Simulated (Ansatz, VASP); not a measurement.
## SnSe2 in VASP and in Ansatz

```
CELL_PARAMETERS angstrom
3.81100 0.00000 0.00000
-1.90550 3.30042 0.00000
0.00000 0.00000 6.13600
ATOMIC_POSITIONS crystal
Sn 0.00000 0.00000 0.00000
Se 0.66667 0.33333 0.75100
Se 0.33333 0.66667 0.24900
```

Alike in both runs: functional revPBE; k mesh 5 × 5 × 3; occupations fermi-dirac, width 0.05 eV; no spin polarisation.

|  | VASP | Ansatz |
| --- | --- | --- |
| version | VASP 6.6.1 | Ansatz 0.2.0 |
| potentials or method | VASP PAW PBE potentials, release 64 (Sn_d, Se) | Ansatz PAW |
| plane-wave cutoff (eV) | 520 | 420 |
| valence electrons in the cell | 26 | 46 |
| task | single point | projected density of states |

|  | VASP | Ansatz | Ansatz less VASP |
| --- | --- | --- | --- |
| gap on the k mesh at the Fermi level (eV) | 0.85 | 0.86 | +0.007 |
| least direct gap on the mesh (eV) | 1.19 | 1.20 | +0.011 |
| pressure (GPa) | 7.1 | 7.0 | -0.07 |
| traceless stress, the component that is largest in VASP (GPa) | 0.81 | 0.81 | -0.001 |
| rms of the force components (eV/Å) | 0.373 | 0.366 | -0.0073 |

VASP's potentials were made for PBE, not for revPBE. Atom by atom the forces differ by 0.007 eV/Å (rms over components). VASP's potentials hold 26 valence electrons a cell and Ansatz's 46, so a difference there can come from the potentials and not from the codes.

Noted on Ansatz's run: odd divisions of the mesh miss points on the zone boundary, where band edges often lie, so the gap on the mesh can be too wide.
